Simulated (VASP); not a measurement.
# B6P7 in VASP: a series of runs

The runs below take B6P7 through single point, with PBE.

Program: VASP 6.6.1. These are calculated values, not measurements. Logs are shortened: lines on timing, memory, paths and dates and some standing lists are left out, and cuts for length are marked.

## 1. The cell of the first run

The cell holds a disordered packing, 26 atoms: a = 7.029 Å, b = 7.281 Å, c = 7.183 Å, α = 88.49°, β = 89.27°, γ = 82.55°.

## 2. Single point, PBE

Contents of INCAR:

```
SYSTEM = B6P7
PREC = Accurate
ENCUT = 420
EDIFF = 1E-6
ISMEAR = -1
SIGMA = 0.3447
LREAL = Auto
LASPH = .TRUE.
NELM = 120
ALGO = Normal
ISIF = 2
LWAVE = .FALSE.
LCHARG = .FALSE.
GGA = PE
ISYM = -1
NBANDS = 72
GGA_COMPAT = .FALSE.
```

Contents of KPOINTS:

```
explicit points
1
Reciprocal
  0.25000000   0.25000000   0.25000000 1
```

Contents of POSCAR:

```
B6P7
1.0
    7.0133910000      0.4643600000      0.0424130000
    0.4643600000      7.2659330000      0.0942560000
    0.0424130000      0.0942560000      7.1824730000
P B
14 12
Direct
    0.9393831703      0.2377312644      0.2402244107
    0.9135152194      0.6363137127      0.2385340946
   -0.4408989895      0.2415273601      0.6578492458
    0.2599573162      0.1603924445      0.9531007607
    0.8599731348      0.3983710650      0.6659884550
    0.4349161178     -0.0109197591      0.5465284945
    0.0139991840      0.9489988872      0.3079274246
    1.0616626597     -0.1767406859      0.6259156939
    0.0443882912      1.0586465316      0.8333165432
    0.3926619744      0.4757476408     -0.0305126162
    0.0371364713      0.5106443258      0.4888267090
   -0.0315934798      0.6366028861      0.9148259009
    0.4292501692      0.6405000845      0.3424682887
    0.6949670724      0.0054572187      0.3919570580
    0.6110611962     -0.1761473609      0.8868671009
    0.6954543457      0.6154060408      0.3818829508
   -0.2991374182      0.6072211047      0.8095037855
   -0.4165218951      0.0426721748     -0.0839209789
    0.3892474858      0.9559184785      0.0486379544
    0.2054318970      0.7812120770      0.1466329343
   -0.0445092491      0.8804578795      0.0966766367
    0.3793173544      0.2023493286      0.4055394813
    0.4881357196      0.1245110213      0.2280762892
    0.5748346667      0.2447955784      0.0360136523
    0.3532370613      0.4174311217      0.4618408964
    0.3502875459      0.4026758067      0.6947148487
```

Potentials or basis: VASP PAW PBE potentials, release 64 (P, B).

Started as:

```
> cat potpaw_PBE.64/P/POTCAR potpaw_PBE.64/B/POTCAR > POTCAR
> mpirun -np 1 vasp_std > vasp.out
```

OUTCAR:

```text
SYSTEM = B6P7
   PREC = Accurate
   ENCUT = 420
   EDIFF = 1E-6
   ISMEAR = -1
   LREAL = Auto
   LASPH = .TRUE.
   NELM = 120
   ISIF = 2
   GGA = PE
   ISYM = -1

 ion  position               nearest neighbor table
   1  0.939  0.238  0.240-   7 2.14  14 2.76  11 2.86   2 2.88
   2  0.914  0.636  0.239-  16 1.86  21 2.08  11 2.14  12 2.35  20 2.50   7 2.53   1 2.88
   3  0.559  0.242  0.658-  26 1.78  22 2.27  25 2.28   6 2.30  18 2.32   5 2.53  14 2.69
   4  0.260  0.160  0.953-  19 1.77   9 1.99  18 2.34  24 2.46  23 2.55  10 2.59
   5  0.860  0.398  0.666-  11 2.00  17 2.06   3 2.53  12 2.71   9 2.88
   6  0.435  0.989  0.547-  22 1.83  14 2.14   3 2.30  23 2.51
   7  0.014  0.949  0.308-  21 1.68  20 2.06   1 2.14  14 2.30   8 2.45   2 2.53
   8  0.062  0.823  0.626-   9 2.29   7 2.45  11 2.53  12 2.58
   9  0.044  0.059  0.833-   4 1.99   8 2.29  21 2.39   5 2.88
  10  0.393  0.476  0.969-  24 2.03  26 2.09   4 2.59
  11  0.037  0.511  0.489-   5 2.00   2 2.14  25 2.24   8 2.53  16 2.55   1 2.86
  12  0.968  0.637  0.915-  17 2.07  21 2.22   2 2.35   8 2.58   5 2.71
  13  0.429  0.641  0.342-  16 1.88  25 1.95  20 2.25
  14  0.695  0.005  0.392-  23 1.98   6 2.14   7 2.30  22 2.48   3 2.69   1 2.76
  15  0.611  0.824  0.887-  18 1.60  17 1.72  19 2.08
  16  0.695  0.615  0.382-   2 1.86  13 1.88  11 2.55
  17  0.701  0.607  0.810-  15 1.72   5 2.06  12 2.07
  18  0.583  0.043  0.916-  15 1.60  24 1.72  19 1.82   3 2.32   4 2.34
  19  0.389  0.956  0.049-   4 1.77  18 1.82  23 1.99  20 2.03  15 2.08
  20  0.205  0.781  0.147-  21 1.85  19 2.03   7 2.06  13 2.25   2 2.50
  21  0.955  0.880  0.097-   7 1.68  20 1.85   2 2.08  12 2.22   9 2.39
  22  0.379  0.202  0.406-  23 1.56  25 1.61   6 1.83   3 2.27  14 2.48
  23  0.488  0.125  0.228-  22 1.56  24 1.76  14 1.98  19 1.99   6 2.51   4 2.55
  24  0.575  0.245  0.036-  18 1.72  23 1.76  10 2.03   4 2.46
  25  0.353  0.417  0.462-  22 1.61  26 1.67  13 1.95  11 2.24   3 2.28
  26  0.350  0.403  0.695-  25 1.67   3 1.78  10 2.09

IMPORTANT INFORMATION: All symmetrisations will be switched off!
NOSYMM: (Re-)initialisation of all symmetry stuff for point group C_1.

----------------------------------------------------------------------------------------

                                     Primitive cell

  volume of cell :     364.3900

  direct lattice vectors                    reciprocal lattice vectors
     7.013391000  0.464360000  0.042413000     0.143194064 -0.009142006 -0.000725600
     0.464360000  7.265933000  0.094256000    -0.009142006  0.138235665 -0.001760090
     0.042413000  0.094256000  7.182473000    -0.000725600 -0.001760090  0.139255194

  length of vectors
     7.028874902  7.281366408  7.183216651     0.143487430  0.138548812  0.139268207

  position of ions in fractional coordinates (direct lattice)
     0.939383170  0.237731264  0.240224411
[... 95 lines left out ...]
   NELECT =     106.0000    total number of electrons
   NUPDOWN=      -1.0000    fix difference up-down
   EMIN   =  10.00;   EMAX   =-10.00  energy-range for DOS
   EFERMI =   0.00;   METHOD = LEGACY
   ISMEAR =    -1;   SIGMA  =   0.34  broadening in eV -4-tet -1-fermi 0-gaus
   EFERMI_NEDOS =   21; number of points for ismear=-14 and -15
   IALGO  =     38    algorithm
   IMIX   =      4    mixing-type and parameters
     AMIX     =   0.40;   BMIX     =  1.00
     AMIX_MAG =   1.60;   BMIX_MAG =  1.00
  volume/ion in A,a.u.               =      14.01        94.58
  Fermi-wavevector in a.u.,A,eV,Ry     =   1.084729  2.049841 16.009122  1.176637
  Thomas-Fermi vector in A             =   2.220826
   LORBIT       =      0    0 simple, 1 ext, 2 COOP (PROOUT), +10 PAW based schemes
   GGA     = PE    functional components
   LHFCALC =     F    Hartree Fock is set to
   AEXX    =    0.0000 exact exchange contribution
   IVDW    =     0    specifies the selected vdW correction
   LEPSILON=     F    determine dielectric tensor
   LRPA    =     F    only Hartree local field effects (RPA)
 non-spin polarized calculation
  energy-cutoff  :      420.00
  volume of cell :      364.39
 maximum number of plane-waves:      7122
 NGX is ok and might be reduce to    48
   NGX = 23   NGY = 25   NGZ = 23

 number of electron     106.0000001 magnetization

 Free energy of the ion-electron system (eV)
  ---------------------------------------------------
  ext. energy  EPLUGINS =         0.00000000
  ---------------------------------------------------
  free energy    TOTEN  =      -132.34832742 eV

  energy without entropy =     -128.20097276  energy(sigma->0) =     -130.27465009

 E-fermi :   5.9060     XC(G=0): -10.2410

 val. band max:        5.7780439834   @ k =   0.2500   0.2500   0.2500
 cond. band min:       6.0232893876   @ k =   0.2500   0.2500   0.2500
 fundamental gap:      0.2452454042
 Fermi energy:         5.9059593936

 k-point     1 :       0.2500    0.2500    0.2500
  band No.  band energies     occupation
      1      -9.7667      2.00000
      2      -9.1313      2.00000
      3      -8.4636      2.00000
      4      -8.3424      2.00000
      5      -7.1780      2.00000
      6      -6.7598      2.00000
[... 57 lines left out ...]
     64       7.8592      0.00690
     65       8.2756      0.00207
 [bands above 65 left out]

------------------------ aborting loop because EDIFF is reached ----------------------------------------

  FORCE on cell =-STRESS in cart. coord.  units (eV):
  Direction    XX          YY          ZZ          XY          YZ          ZX
  --------------------------------------------------------------------------------------
  -------------------------------------------------------------------------------------
  Total        3.9692630      3.9703386     20.1764194     -0.0738731     -7.0431507     -1.3803935
  in kB       17.4523541     17.4570834     88.7131993     -0.3248107    -30.9678550     -6.0694179
  external PRESSURE =      41.2075456 kB  Pullay stress =       0.0000000 kB

 VOLUME and BASIS-vectors are now :
 -----------------------------------------------------------------------------
  energy-cutoff  :      420.00
  volume of cell :      364.39
      direct lattice vectors                 reciprocal lattice vectors
     7.013391000  0.464360000  0.042413000     0.143194064 -0.009142006 -0.000725600
     0.464360000  7.265933000  0.094256000    -0.009142006  0.138235665 -0.001760090
     0.042413000  0.094256000  7.182473000    -0.000725600 -0.001760090  0.139255194

 POSITION                                       TOTAL-FORCE (eV/Angst)
 -----------------------------------------------------------------------------------
      6.70884      2.18619      1.78766         0.231712      0.956922     -0.355990
      6.71244      5.07010      1.81199        -0.661868     -0.578540     -1.269317
      4.06125      2.07655      4.77146         1.200584     -1.860512     -0.251418
      1.93809      1.37595      6.87176         0.245207      2.809701      0.317226
      6.24456      3.35665      4.85747        -2.762093     -0.364920      2.184074
      3.53271      7.44006      4.03710        -0.889354     -2.007027      2.495138
[... 18 lines left out ...]
      2.69082      3.24059      3.37149        -1.391049      1.904074      0.672105
      2.67316      3.15396      5.04258        -0.715875      1.824898      2.224228
 -----------------------------------------------------------------------------------
    total drift:                               -0.002752      0.004655      0.002840

  FREE ENERGIE OF THE ION-ELECTRON SYSTEM (eV)
  ---------------------------------------------------
  free  energy   TOTEN  =      -132.3483274152 eV

  energy  without entropy=     -128.2009727620  energy(sigma->0) =     -130.27465009
```

Run time: 54 s. Hardware: 1 thread of Intel Xeon Platinum 8259CL at 2.50GHz (Skylake/Cascade Lake), shared host; peak memory 0.32 GiB.

What came out:

| Item | Value |
| --- | --- |
| Free energy | -132.3483 eV |
| Pressure | 4.1 GPa |
| Largest force | 6.253 eV/Å |

Forces in eV/Å, atoms in the order of the input:
```
P    0.232  0.957 -0.356
P   -0.662 -0.579 -1.269
P    1.201 -1.861 -0.251
P    0.245  2.810  0.317
P   -2.762 -0.365  2.184
P   -0.889 -2.007  2.495
P    1.541  1.925  3.998
P    0.036 -0.499  0.733
P   -3.303 -1.086 -1.046
P    0.755 -0.600 -1.358
P    3.037  0.464 -1.274
P   -0.283  1.143  0.762
P   -0.627 -0.619  0.117
P   -0.303 -0.144 -0.771
B   -0.133 -1.199 -0.658
B   -0.762  0.233 -0.557
B    0.122  1.308  0.744
B    0.071  0.826 -0.363
B    0.809 -2.752  1.901
B    2.903  1.493 -0.160
B   -0.044 -2.791 -5.595
B   -0.786  1.220  0.117
B    2.234 -1.737 -2.896
B   -0.524  0.130  0.289
B   -1.391  1.904  0.672
B   -0.716  1.825  2.224
```

Stress tensor (GPa, compression positive):
```
 1.75 -0.03 -0.61
-0.03  1.75 -3.10
-0.61 -3.10  8.87
```

Caveat: the atoms stand as in a frame of molecular dynamics.

## 3. Single point, PBE

Contents of INCAR:

```
SYSTEM = B6P7
  PREC = Accurate
  ENCUT = 420
  EDIFF = 1E-6
  ISMEAR = -1
  SIGMA = 0.2482
  LREAL = Auto
  LASPH = .TRUE.
  NELM = 120
  ALGO = Normal
  ISIF = 2
  LWAVE = .FALSE.
  LCHARG = .FALSE.
  GGA = PE
  ISYM = -1
  NBANDS = 72
  GGA_COMPAT = .FALSE.
```

KPOINTS is that of step 2.

Contents of POSCAR:

```
B6P7
1.0
    7.0133910000      0.4643600000      0.0424130000
    0.4643600000      7.2659330000      0.0942560000
    0.0424130000      0.0942560000      7.1824730000
P B
14 12
Direct
    1.0489950053      0.3114524200      0.1560565164
    0.8685538344      0.5962570458      0.1750508804
    0.5840192179      0.2647288471      0.6638385847
    0.2108162291      0.1803208878      0.9321092228
    0.8123482912      0.4405618454      0.7436990400
    0.3865647501      0.8985572454      0.5929601431
   -0.0040298157      0.9947655174      0.2502618942
    0.1219853033      0.7900953339      0.5511919100
   -0.1044415756     -0.0313157633      0.7653170961
    0.2438982897      0.4445818991      0.9611175747
    0.0760702526      0.4381825451      0.4877779977
    1.0275989080      0.6552434564      0.9263719920
    0.4988516284      0.5126817576      0.2964793427
    0.7149562838     -0.0629551106      0.4376221750
    0.6345816197      0.8481071549      0.9409365412
    0.6344707018      0.7090752064      0.2645586835
    0.6410490262      0.6441878099      0.8528158228
    0.5100642490      0.0744019920      0.8074570988
    0.5138587042      0.8889031660      0.1871575785
    0.2895001223      1.0115482786      0.3535446547
    1.1509052520      0.7412406122      0.1736018055
    0.5029478947      0.2723392164      0.4337189803
    0.5470916587      0.1064972095      0.2849890561
    0.5251607129      0.0746041001      0.0308731372
    0.3262553683      0.4387657159      0.5023527732
    0.4491931678      0.4497333320      0.8278242473
```

Potentials or basis: VASP PAW PBE potentials, release 64 (P, B).

Started as:

```
> cat potpaw_PBE.64/P/POTCAR potpaw_PBE.64/B/POTCAR > POTCAR
> mpirun -np 1 vasp_std > vasp.out
```

Wall time 56 s (1 thread of Intel Xeon Platinum 8259CL at 2.50GHz (Skylake/Cascade Lake), shared host); peak memory 0.32 GiB.

The run converged. Its results:

```yaml
Free_energy: -134.4712 eV
Pressure: 3.3 GPa
Largest_force: 5.676 eV/Å
```

Forces in eV/Å, atoms in the order of the input:
```
P   -1.466 -0.875  2.568
P    1.948 -0.510  0.071
P    0.799  1.696  2.413
P    0.239 -4.610 -1.256
P   -0.317  0.970  0.509
P    1.204  0.696  0.199
P    2.229 -0.584  0.755
P   -1.155 -0.430  0.535
P   -0.376 -0.617 -0.166
P    0.803  1.536  1.650
P   -2.573  0.268 -0.459
P   -0.096  2.642 -0.665
P   -2.163 -0.930  1.126
P   -0.187 -1.510 -0.601
B   -1.223  2.162 -0.091
B    1.495 -0.405  1.865
B   -1.176 -2.208 -1.107
B   -0.345 -2.250 -0.123
B   -1.195  2.780 -1.075
B    0.520 -0.790 -0.311
B   -1.431  0.690 -0.324
B   -0.559  1.104 -2.664
B   -1.298 -0.684 -1.867
B   -0.156 -1.636  1.455
B    2.371  0.621  0.222
B    4.108  2.876 -2.659
```

Stress tensor (GPa, compression positive):
```
-0.28 -3.14 -2.92
-3.14  7.73 -4.89
-2.92 -4.89  2.38
```

Levels at points of the mesh, in eV from the Fermi level:
```tsv
k point	band 49	band 50	band 51	band 52	band 53	band 54	band 55	band 56	band 57	band 58
(0.25, 0.25, 0.25)	-0.97	-0.65	-0.43	-0.34	-0.11	0.05	0.24	0.70	0.89	0.96
```

Caveat: the atoms stand as in a frame of molecular dynamics.

## 4. Single point, PBE

Contents of INCAR:

```
SYSTEM = B6P7
  ALGO = Normal
  EDIFF = 1E-6
  ENCUT = 420
  GGA = PE
  GGA_COMPAT = .False.
  ISIF = 2
  ISMEAR = -1
  ISYM = -1
  LASPH = .True.
  LCHARG = .False.
  LREAL = Auto
  LWAVE = .False.
  NBANDS = 72
  NELM = 120
  PREC = Accurate
  SIGMA = 0.2482
```

KPOINTS is that of step 3.

Contents of POSCAR:

```
B6P7
1.0
    7.0133910000      0.4643600000      0.0424130000
    0.4643600000      7.2659330000      0.0942560000
    0.0424130000      0.0942560000      7.1824730000
P B
14 12
Direct
    0.9427572946      0.2170035092      0.2244765768
    0.8778392972      0.5249467586      0.1628391531
    0.6697274460      0.2685734956      0.6741039175
    0.2114638559      0.0084511530      0.8595222859
    0.8041748431      0.5333734147      0.8543633770
    0.3883959965      0.8844822347      0.6169769386
    0.1975054495      0.9255869787      0.2680189783
   -0.0285721631      0.7607024593      0.4512993032
   -0.2104435540     -0.0160256804      0.7170587427
    0.3379169224      0.3791651346      1.0316736785
    0.1048352201      0.2898789750      0.5535192114
    1.1542627430      0.7662030083      0.9708117279
    0.4698295818      0.4380447836      0.3341419827
    0.6597624115     -0.1537114699      0.4712163520
    0.6019514715      0.9600725214      0.8856645666
    0.5875910362      0.6727803961      0.2566196785
    0.5695127543      0.6825732327      0.8355614609
    0.4687203965      0.1633338079      0.8039964745
    0.6056249473      0.9295373895      0.1635928395
    0.2727569148      1.1229021109      0.4585925070
    1.0663461718      0.6558758511      0.1727264169
    0.6620482308      0.0962087432      0.3617382616
    0.4572649581      0.0669758557      0.3017034864
    0.3983095077      0.0410207100      0.0287012636
    0.2994251479      0.5067301746      0.5498582622
    0.3440082322      0.6575522181      0.6712991942
```

Started as:

```
> cat potpaw_PBE.64/P/POTCAR potpaw_PBE.64/B/POTCAR > POTCAR
> mpirun -np 1 vasp_std > vasp.out
```

It took 58 s on 1 thread of Intel Xeon Platinum 8259CL at 2.50GHz (Skylake/Cascade Lake), shared host; peak memory 0.32 GiB.

The run converged. Its results:

```yaml
Free_energy: -132.8365 eV
Pressure: 2.8 GPa
Largest_force: 5.229 eV/Å
```

Forces on the atoms (eV/Å):
```
P   -0.613 -0.629  1.396
P   -3.624 -1.220 -0.356
P   -0.406  0.906 -0.107
P   -1.059  2.785 -0.769
P   -0.069 -0.535 -0.674
P   -1.504  3.399  0.459
P   -1.092  0.077  1.367
P    2.530 -0.560 -1.307
P    1.738  0.316  0.231
P    0.435 -0.483  0.764
P   -1.021  2.859  0.816
P   -0.322 -3.388 -0.727
P   -0.037  1.940 -1.434
P    1.271 -0.589 -0.805
B   -1.339 -2.726  2.964
B    1.351  0.279  0.235
B   -1.441  1.164 -0.618
B    0.712  0.754  0.886
B   -0.946 -0.965 -1.548
B    2.605 -3.975 -1.438
B    1.136  1.196  1.895
B    2.759  0.202 -0.927
B   -3.072  1.246 -1.630
B    2.500  2.190  0.478
B   -1.944 -3.892 -2.901
B    1.455 -0.351  3.751
```

Stress tensor (GPa, compression positive):
```
 5.21  1.14 -1.92
 1.14  3.31 -3.36
-1.92 -3.36 -0.26
```

Levels at points of the mesh, in eV from the Fermi level:
```
           k point  band 49  band 50  band 51  band 52  band 53  band 54  band 55  band 56
(0.25, 0.25, 0.25)    -0.88    -0.74    -0.43    -0.20     0.01     0.05     0.18     0.41
```

Caveat: the atoms stand as in a frame of molecular dynamics.

(Part 1 of 2 ends here.)
